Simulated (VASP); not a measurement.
Set up this calculation in VASP 6.6.1, as the native input.

```yaml
Task: single point
Functional: RPBE
Potentials_or_basis: VASP PAW PBE potentials, release 64 (Tl_d)
Cutoff: 520 eV
k_mesh: 12 × 12 × 12
Occupations: fermi-dirac, width 0.1 eV
Spin: no spin polarisation
Dipole_correction: no
Further_INCAR_settings: ALGO = Normal; EDIFF = 1e-06; NBANDS = 12
```

The structure of Tl lies in POSCAR:

```
Tl
1.0
   -2.0640846721      2.0640846721      2.0640846721
    2.0640846721     -2.0640846721      2.0640846721
    2.0640846721      2.0640846721     -2.0640846721
Tl
1
Direct
    0.0000000000      0.0000000000      0.0000000000
```

This cell differs from its parent crystal: volume scaled by 1.04.

The input as run:

INCAR

```
PREC = Accurate
ENCUT = 520
EDIFF = 1E-6
ISMEAR = -1
SIGMA = 0.1
LREAL = False
LASPH = True
NELM = 60
ALGO = Normal
ISIF = 2
LWAVE = False
LCHARG = True
GGA = RP
LELF = True
LVHAR = True
NBANDS = 12
```

KPOINTS

```
Automatic mesh
0
Gamma
  12 12 12
```

Potentials or basis: VASP PAW PBE potentials, release 64 (Tl_d).

Launch:

```console
$ cat potpaw_PBE.64/Tl_d/POTCAR > POTCAR
$ mpirun -np 1 vasp_std > vasp.out
```

Results of the run:

```json
{
  "Pressure": "-0.8 GPa"
}
```

Caveat: the PAW data sets were made with another functional, which shifts forces and pressure a little.

It took 9.8 s on 1 thread of Intel(R) Xeon(R) 6975P-C (Granite Rapids) (shared host), peak memory 0.17 GiB.
